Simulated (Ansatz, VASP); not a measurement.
# One calculation of HfB2, two programs

```
Hf B
1.0
     3.07590    0.00000    0.00000
    -1.53795    2.66381    0.00000
     0.00000    0.00000    3.40896
Hf B
1 2
Direct
  0.00000 0.00000 0.00000
  0.33333 0.66667 0.50000
  0.66667 0.33333 0.50000
```

Change from the starting cell: volume scaled by 0.94.

Alike in both runs: task single point; functional PBE; k mesh 13 × 13 × 11; occupations fermi-dirac, width 0.05 eV; no spin polarisation.

|  | VASP | Ansatz |
| --- | --- | --- |
| version | VASP 6.6.1 | Ansatz 0.2.0 |
| potentials or method | VASP PAW PBE potentials, release 64 (Hf_pv, B), cutoff 520 eV | all-electron LAPW, scalar-relativistic |

```csv
,VASP,Ansatz,Ansatz less VASP
pressure (GPa),18.9,19.2,+0.27
"traceless stress, the component that is largest in VASP (GPa)",-0.97,-1.26,-0.289
```

Ansatz ran all-electron here, and VASP with PAW potentials.

Neither program's run includes spin-orbit coupling.
